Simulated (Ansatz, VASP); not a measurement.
# One calculation of Mo, two programs

Contents of INCAR:

```
SYSTEM = Mo
ALGO     = Fast           ! electronic algorithm
EDIFF    = 1E-6           ! SCF threshold, eV
ENCUT    = 520            ! plane-wave cutoff, eV
GGA      = PE             ! functional
ISIF     = 2              ! what is computed and relaxed
ISMEAR   = 0              ! smearing method
LASPH    = .TRUE.         ! aspherical terms in the spheres
LCHARG   = .TRUE.         ! write CHGCAR
LELF     = .TRUE.         ! ELF
LREAL    = .FALSE.        ! projectors in reciprocal space
LVHAR    = .TRUE.       
LWAVE    = .FALSE.        ! write WAVECAR
NBANDS   = 13             ! bands
NELM     = 80             ! most SCF steps
PREC     = Accurate       ! precision mode
SIGMA    = 0.15           ! smearing width, eV
```

The input KPOINTS:

```
k-points
0
G
  20 20 20
  0 0 0
```

File POSCAR:

```
Mo
1.0
   -1.3721961392      1.8462663203      1.5222393515
    1.3721961392     -1.8462663203      1.5222393515
    1.3721961392      1.8462663203     -1.5222393515
Mo
1
Direct
    0.0000000000      0.0000000000      0.0000000000
```

Input for Ansatz:

```yaml
crystal:
  lattice:
    - [-1.3721961392, 1.8462663203, 1.5222393515]
    - [1.3721961392, -1.8462663203, 1.5222393515]
    - [1.3721961392, 1.8462663203, -1.5222393515]
  atoms:
    - { symbol: Mo, position: [0.0, 0.0, 0.0] }
basis:
  ecutwfc: 420
kpoints:
  mp_grid: { grid: [20, 20, 20] }
hamiltonian:
  xc: pbe
  pseudopotentials: { kind: paw, azcp: { folder: soft_1 } }
scf:
  occupations: { method: gaussian, width: 0.15 }
output:
  forces: true
  stress: true
  eigenvalues: true
  write_density: true
  write_potential: true
  elf: true
  volumetric_format: npy
```

Change from the starting cell: strain +e along x and -e along y -0.1500, strain +e along z and -e/2 along x and y -0.0367.

Alike in both runs: task single point; functional PBE; k mesh 20 × 20 × 20; occupations gaussian, width 0.15 eV; no spin polarisation.

```csv
,VASP,Ansatz
version,VASP 6.6.1,Ansatz 0.2.0
potentials or method,"VASP PAW PBE potentials, release 64 (Mo_sv), cutoff 520 eV","scalar-relativistic, plane waves, PAW"
valence electrons in the cell,14,14
```

Ansatz gave:

- gap on the k mesh at the Fermi level (eV): none
- pressure (GPa): 10.9
- traceless stress, the component that is largest in VASP (GPa): 11.27

**Question.** What did VASP give for the same quantities?

**Answer.** gap on the k mesh at the Fermi level (eV): none; pressure (GPa): 11.4; traceless stress, the component that is largest in VASP (GPa): 11.33.

A gap of «none» marks a metal or a gap that the smearing closes. With one functional, cell and mesh, what is left measures potentials, basis and numerics.
